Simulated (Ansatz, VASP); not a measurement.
# Au in VASP and in Ansatz

Contents of POSCAR:

```
Au
1.0
    2.8129984581      0.0000000000      0.0000000000
   -1.4064992291      2.4361281255      0.0000000000
    0.0000000000      0.0000000000      4.7336000000
Au
2
Direct
    0.3333333333      0.6666666667      0.7500000000
    0.6666666667      0.3333333333      0.2500000000
```

Contents of INCAR.step1:

```
PREC = Accurate
ENCUT = 520
ISMEAR = 0
SIGMA = 0.15
LREAL = False
LASPH = True
NELM = 60
NBANDS = 18
GGA = PE
ALGO = Normal
EDIFF = 1E-4
LWAVE = True
LCHARG = False
```

INCAR.step2

```
PREC = Accurate
ENCUT = 520
EDIFF = 1E-6
ISMEAR = 0
SIGMA = 0.15
LREAL = False
LASPH = True
NELM = 60
ALGO = Normal
ISIF = 2
LWAVE = False
LCHARG = False
METAGGA = R2SCAN
LMIXTAU = True
NBANDS = 18
ISTART = 1
```

The input KPOINTS:

```
Automatic mesh
0
Gamma
  18 18 10
```

Input for Ansatz:

```yaml
crystal:
  lattice:
    - [2.8129984581, 0.0, 0.0]
    - [-1.4064992291, 2.4361281255, 0.0]
    - [0.0, 0.0, 4.7336]
  atoms:
    - { symbol: Au, position: [0.3333333333, 0.6666666667, 0.75] }
    - { symbol: Au, position: [0.6666666667, 0.3333333333, 0.25] }
basis:
  ecutwfc: 500
kpoints:
  mp_grid: { grid: [18, 18, 10] }
hamiltonian:
  xc: r2scan
scf:
  occupations: { method: gaussian, width: 0.15 }
output:
  forces: true
  stress: true
  eigenvalues: true
  write_density: true
  write_potential: true
  elf: true
  volumetric_format: npy
```

Change from the starting cell: strain -0.030 along x and y, -0.030 along z, atoms carried along.

Alike in both runs: task single point; functional r2SCAN; k mesh 18 × 18 × 10; occupations gaussian, width 0.15 eV; no spin polarisation.

|  | VASP | Ansatz |
| --- | --- | --- |
| version | VASP 6.6.1 | Ansatz 0.2.0 |
| potentials or method | VASP PAW PBE potentials, release 64 (Au), cutoff 520 eV | scalar-relativistic, plane waves, PAW |
| valence electrons in the cell | 22 | 38 |

```tsv
	VASP	Ansatz	Ansatz less VASP
gap on the k mesh at the Fermi level (eV)	none	none	-
pressure (GPa)	15.9	15.4	-0.49
traceless stress, the component that is largest in VASP (GPa)	-0.72	-0.68	+0.044
```

VASP's potentials were made for PBE, not for r2SCAN. A gap of «none» marks a metal or a gap that the smearing closes. VASP's potentials hold 22 valence electrons a cell and Ansatz's 38, so a difference there can come from the potentials and not from the codes.

Spin-orbit coupling is off throughout.
